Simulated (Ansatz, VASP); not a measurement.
GdN in VASP and in Ansatz

```
Gd N
1.0
     0.00000    2.49500    2.49500
     2.49500    0.00000    2.49500
     2.49500    2.49500    0.00000
Gd N
1 1
Direct
  0.00000 0.00000 0.00000
  0.50000 0.50000 0.50000
```

Alike in both runs: task density of states; functional PBE; k mesh 4 × 4 × 4; occupations tetrahedron; collinear spin.

|  | VASP | Ansatz |
| --- | --- | --- |
| version | VASP 6.6.1 | Ansatz 0.2 development build |
| potentials or method | VASP PAW PBE potentials, release 64 (Gd, N), cutoff 520 eV | all-electron full-potential LAPW, scalar-relativistic |

Ansatz gave:

| Item | Value |
| --- | --- |
| net moment per atom (μB) | 3.50 |
| size of the moment on the site where the two differ most (μB) | 6.98 |

Problem. Estimate VASP's values.

Solution. net moment per atom (μB): 3.50; size of the moment on the site where the two differ most (μB): 6.80.

Site moments also hang on the region over which each program counts them. Ansatz ran all-electron here, and VASP with PAW potentials. Ansatz's warnings: band table not solved further, stability check not made, tetrahedron derivatives may miss energy slope.

The k mesh is coarse, so the values compare programs but aren't converged. Spin-orbit coupling is off throughout.
